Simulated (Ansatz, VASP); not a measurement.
**Co2HgSe2 in VASP and in Ansatz**

The input INCAR:

```
ALGO = Normal
EDIFF = 1E-6
EDIFFG = -0.01
ENCUT = 600
GGA = PE
IBRION = 2
ISIF = 3
ISMEAR = -1
LASPH = True
LCHARG = False
LREAL = False
LWAVE = False
NELM = 80
NSW = 60
PREC = Accurate
SIGMA = 0.0167
```

File KPOINTS:

```
k-points
0
Gamma
  5 5 5
```

File POSCAR:

```
Co2HgSe2
1.0
    0.0000000000      3.7440530000      0.0000000000
    3.7440530000      0.0000000000      0.0000000000
    1.8720260000      1.8720260000     -6.5668480000
Hg Se Co
1 2 2
Direct
    0.0000000000      0.0000000000      0.0000000000
    0.3537000000      0.3537000000      0.2926000000
    0.6463000000      0.6463000000      0.7074000000
    0.7500000000      0.2500000000      0.5000000000
    0.2500000000      0.7500000000      0.5000000000
```

Input for Ansatz:

```yaml
crystal:
  lattice:
    - [0.0, 3.744053, 0.0]
    - [3.744053, 0.0, 0.0]
    - [1.872026, 1.872026, -6.566848]
  atoms:
    - { symbol: Hg, position: [0.0, 0.0, 0.0] }
    - { symbol: Se, position: [0.3537, 0.3537, 0.2926] }
    - { symbol: Se, position: [0.6463, 0.6463, 0.7074] }
    - { symbol: Co, position: [0.75, 0.25, 0.5] }
    - { symbol: Co, position: [0.25, 0.75, 0.5] }
  symmetry: { tolerance: 0.0003 }
kpoints:
  mp_grid: { grid: [5, 5, 5], shift: [0, 0, 0] }
magnetization:
  spin_polarized: false
scf:
  occupations: { method: fermi_dirac, width: 0.0167 }
hamiltonian:
  pseudopotentials: { kind: paw }
  xc: pbe
basis:
  ecutwfc: 420
output:
  forces: true
  stress: true
  eigenvalues: true
relax:
  max_steps: 40
  cell: {}
```

Alike in both runs: task relaxation of cell and atoms; functional PBE; k mesh 5 × 5 × 5; occupations fermi-dirac, width 0.0167 eV; no spin polarisation.

|  | VASP | Ansatz |
| --- | --- | --- |
| version | VASP 6.6.1 | Ansatz 0.2.0 |
| potentials or method | VASP PAW PBE potentials, release 64 (Hg, Se, Co), cutoff 600 eV | PAW plane waves |
| valence electrons in the cell | 42 | 86 |

Ansatz gave:

- gap on the k mesh at the Fermi level, each at its own relaxed structure (eV): none
- relaxed volume (Å³/atom): 23.30
- relaxed length of the cell vector where the two differ most in proportion (Å): 9.178

Problem. Estimate VASP's values.

Solution. gap on the k mesh at the Fermi level, each at its own relaxed structure (eV): none; relaxed volume (Å³/atom): 22.87; relaxed length of the cell vector where the two differ most in proportion (Å): 9.020.

A gap of «none» marks a metal or a gap that the smearing closes. VASP's potentials hold 42 valence electrons a cell and Ansatz's 86, so a difference there can come from the potentials and not from the codes.

Neither program's run includes spin-orbit coupling. Noted on VASP's run: the volume moved by over 15 % at a fixed basis, so the end points are rough.
